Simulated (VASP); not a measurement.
Runs of VASP 6.6.1 on W. The structure is that of space group R-3m (No. 166), or close to it. The cells are those of the table. 

```tsv
cell	further INCAR settings	gap on the mesh (eV)	pressure (GPa)
a = 2.550 Å, angles 95.9°, 1 atom	ALGO = Fast; EDIFF = 1e-07; NBANDS = 13	none	(b)
a = 3.337 Å, angles 117.0°, 1 atom	ALGO = Fast; EDIFF = 1e-07; NBANDS = 13	none	249.8
a = 2.599 Å, angles 101.6°, 1 atom	ALGO = Fast; EDIFF = 1e-06; NBANDS = 13	none	15.9
a = 3.015 Å, angles 114.3°, 1 atom	ALGO = Fast; EDIFF = 1e-06; NBANDS = 13	none	39.3
a = 2.875 Å, angles 112.1°, 1 atom	ALGO = Fast; EDIFF = 1e-07; NBANDS = 13	none	(a)
a = 2.666 Å, angles 105.7°, 1 atom	ALGO = Fast; EDIFF = 1e-06; NBANDS = 13	none	3.9
a = 3.161 Å, angles 115.8°, 1 atom	ALGO = Fast; EDIFF = 1e-06; NBANDS = 13	none	110.2
```

Alike in all rows: task single point; level PBE; potentials or basis VASP PAW PBE potentials, release 64 (W_sv); no spin polarisation; k mesh 24 × 24 × 24; cutoff (eV) 520; smearing gaussian 0.15 eV.

Question: Fill in the values left out.

Answer: (a) 5.0; (b) 28.8.

Caveats: spin-orbit coupling is left out, which moves the levels of the heavy elements.

A k mesh can miss the band edges, and the runs leave out spin-orbit coupling on W.

A gap of «none» marks levels without a gap at the run's occupations.
